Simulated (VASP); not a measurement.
Write the native input for VASP 6.6.1 that does the following.

```
Task                   : single point
Functional             : PBE
Potentials or basis    : VASP PAW PBE potentials, release 64 (Ca_sv, Se)
Cutoff                 : 520 eV
k mesh                 : 6 × 6 × 6
Occupations            : gaussian, width 0.01 eV
Spin                   : no spin polarisation
Dipole correction      : no
Further INCAR settings : ALGO = Normal; EDIFF = 1e-07; NBANDS = 15
```

The structure of CaSe lies in POSCAR:

```
CaSe
1.0
    0.0000000000      3.0379709950      3.0379709950
    3.0379709950      0.0000000000      3.0379709950
    3.0379709950      3.0379709950      0.0000000000
Ca Se
1 1
Direct
    0.0000000000      0.0000000000      0.0000000000
    0.5000000000      0.5000000000      0.5000000000
```

This cell differs from its parent crystal: volume changed by +6%.

The input as run:

INCAR

```
ALGO = Normal
EDIFF = 1E-7
ENCUT = 520
GGA = PE
ISIF = 2
ISMEAR = 0
LASPH = True
LCHARG = False
LREAL = False
LWAVE = False
NBANDS = 15
NELM = 100
PREC = Accurate
SIGMA = 0.01
```

KPOINTS

```
k-points
0
Gamma
  6 6 6
```

Potentials or basis: VASP PAW PBE potentials, release 64 (Ca_sv, Se).

The run is started by

```console
$ cat potpaw_PBE.64/Ca_sv/POTCAR potpaw_PBE.64/Se/POTCAR > POTCAR
$ mpirun -np 1 vasp_std > vasp.out
```

Results of the run:

```yaml
Pressure: -2.4 GPa
Band_gap_on_the_k_mesh: 2.19 eV, indirect (least direct gap 2.93 eV)
```

It took 6.5 s on 1 thread of Intel(R) Xeon(R) 6975P-C (Granite Rapids) (shared host), peak memory 0.18 GiB.
